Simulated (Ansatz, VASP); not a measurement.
PbS: VASP beside Ansatz

The input INCAR:

```
PREC = Accurate ; ENCUT = 600
EDIFF = 1E-6 ; ISMEAR = -1
SIGMA = 0.05 ; LREAL = F
LASPH = T ; NELM = 60
ALGO = Normal ; ISIF = 3
LWAVE = F ; LCHARG = F
GGA = RE ; IVDW = 13
IBRION = 2 ; NSW = 60
EDIFFG = -0.01
```

File KPOINTS:

```
regular mesh
0
Gamma
  8 8 8
```

POSCAR

```
PbS
1.0
    0.0000000000      2.9657500000      2.9657500000
    2.9657500000      0.0000000000      2.9657500000
    2.9657500000      2.9657500000      0.0000000000
Pb S
1 1
Direct
    0.0000000000      0.0000000000      0.0000000000
    0.5000000000      0.5000000000      0.5000000000
```

Contents of input.yaml:

```yaml
crystal:
  lattice:
    - [0.0, 2.96575, 2.96575]
    - [2.96575, 0.0, 2.96575]
    - [2.96575, 2.96575, 0.0]
  atoms:
    - { symbol: Pb, position: [0.0, 0.0, 0.0] }
    - { symbol: S, position: [0.5, 0.5, 0.5] }
hamiltonian:
  xc: revpbe
  pseudopotentials: { kind: paw }
  dispersion: d4
kpoints:
  mp_grid: { grid: [8, 8, 8] }
scf:
  occupations: { method: fermi_dirac, width: 0.05 }
output:
  forces: true
  stress: true
  write_density: true
  write_potential: true
  elf: true
  volumetric_format: npy
relax:
  f_tol: 0.01
  max_steps: 40
  cell: { stress_tol: 0.05 }
```

Alike in both runs: task relaxation of cell and atoms; functional revPBE; dispersion D4; k mesh 8 × 8 × 8; occupations fermi-dirac, width 0.05 eV; no spin polarisation.

|  | VASP | Ansatz |
| --- | --- | --- |
| version | VASP 6.6.1 | Ansatz 0.2.0 |
| potentials or method | VASP PAW PBE potentials, release 64 (Pb_d, S) | Ansatz PAW |
| plane-wave cutoff (eV) | 600 | 420 |
| valence electrons in the cell | 20 | 20 |

```tsv
	VASP	Ansatz	Ansatz less VASP
gap on the k mesh at the Fermi level, each at its own relaxed structure (eV)	0.45	0.44	-0.008
relaxed volume (Å³/atom)	26.20	26.19	-0.008
relaxed cell length with the largest relative difference (Å)	4.200	4.200	-0.0004
```

VASP's potentials were made for PBE, not for revPBE.

Spin-orbit coupling is off throughout. Noted on Ansatz's run: the plane-wave basis is chosen anew once the cell has moved, so the energies of steps on either side of that aren't comparable.
